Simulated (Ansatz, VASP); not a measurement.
One calculation of PbSe, two programs

Contents of INCAR:

```
SYSTEM = PbSe
PREC = Accurate ; ENCUT = 520
EDIFF = 1E-8 ; ISMEAR = -1
SIGMA = 0.01 ; LREAL = .FALSE.
LASPH = .TRUE. ; NELM = 100
ALGO = Normal ; ISIF = 2
LWAVE = .FALSE. ; LCHARG = .FALSE.
GGA = PS ; LEFG = .TRUE.
NBANDS = 17
```

File KPOINTS:

```
Automatic mesh
0
G
  9 9 9
  0 0 0
```

The input POSCAR:

```
PbSe
1.0
   -0.0918645000      3.0162177500      3.0162177500
    3.0162177500     -0.0918645000      3.0162177500
    3.0162177500      3.0162177500     -0.0918645000
Pb Se
1 1
Direct
    0.0000000000      0.0000000000      0.0000000000
    0.5000000000      0.5000000000      0.5000000000
```

Input for Ansatz:

```yaml
crystal:
  lattice:
    - [-0.0918645, 3.01621775, 3.01621775]
    - [3.01621775, -0.0918645, 3.01621775]
    - [3.01621775, 3.01621775, -0.0918645]
  atoms:
    - { symbol: Pb, position: [0.0, 0.0, 0.0] }
    - { symbol: Se, position: [0.5, 0.5, 0.5] }
kpoints:
  mp_grid: { grid: [9, 9, 9] }
scf:
  occupations: { method: fermi_dirac, width: 0.01 }
hamiltonian:
  xc: pbesol
  pseudopotentials: { kind: paw }
output:
  forces: true
  stress: true
  eigenvalues: true
  efg: { contact_densities: true }
```

Change from the starting cell: equal xy, yz and zx shear strains of -3 %, PAW files.

Alike in both runs: task electric field gradients; functional PBEsol; k mesh 9 × 9 × 9; occupations fermi-dirac, width 0.01 eV; no spin polarisation.

```csv
,VASP,Ansatz
version,VASP 6.6.1,Ansatz 0.2.0
potentials or method,"VASP PAW PBE potentials, release 64 (Pb_d, Se)","PAW with Ansatz's default frozen-core files, scalar-relativistic"
plane-wave cutoff (eV),520,420
valence electrons in the cell,20,30
```

```tsv
	VASP	Ansatz	Ansatz less VASP
gap on the k mesh at the Fermi level (eV)	0.38	0.38	0.000
pressure (GPa)	-0.6	-0.6	0.00
traceless stress, the component that is largest in VASP (GPa)	0.50	0.50	0.000
size of Vzz on the site where it differs most (V/Å²)	6.8	11.0	+4.25
```

VASP's potentials were made for PBE, not for PBEsol. With one functional, cell and mesh, what is left measures potentials, basis and numerics. VASP's potentials hold 20 valence electrons a cell and Ansatz's 30, so a difference there can come from the potentials and not from the codes.

Spin-orbit coupling is off throughout.
